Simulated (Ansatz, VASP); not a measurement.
# Si in VASP and in Ansatz

```
Si
1.0
     0.00000    2.73549    2.73549
     2.73549    0.00000    2.73549
     2.73549    2.73549    0.00000
Si
2
Direct
  0.50000 0.50000 0.50000
  0.75000 0.75000 0.75000
```

Alike in both runs: task single point; functional PBE; k mesh 10 × 10 × 10; occupations gaussian, width 0.03 eV; no spin polarisation.

|  | VASP | Ansatz |
| --- | --- | --- |
| version | VASP 6.6.1 | Ansatz 0.2.0 |
| potentials or method | VASP PAW PBE potentials, release 64 (Si), cutoff 500 eV | plane waves (420 eV) with PAW, scalar-relativistic |
| valence electrons in the cell | 8 | 8 |

|  | VASP | Ansatz | Ansatz less VASP |
| --- | --- | --- | --- |
| pressure (GPa) | -0.1 | 0.0 | +0.08 |

The functional is the same, so the differences come from potentials, cutoffs and numerics.
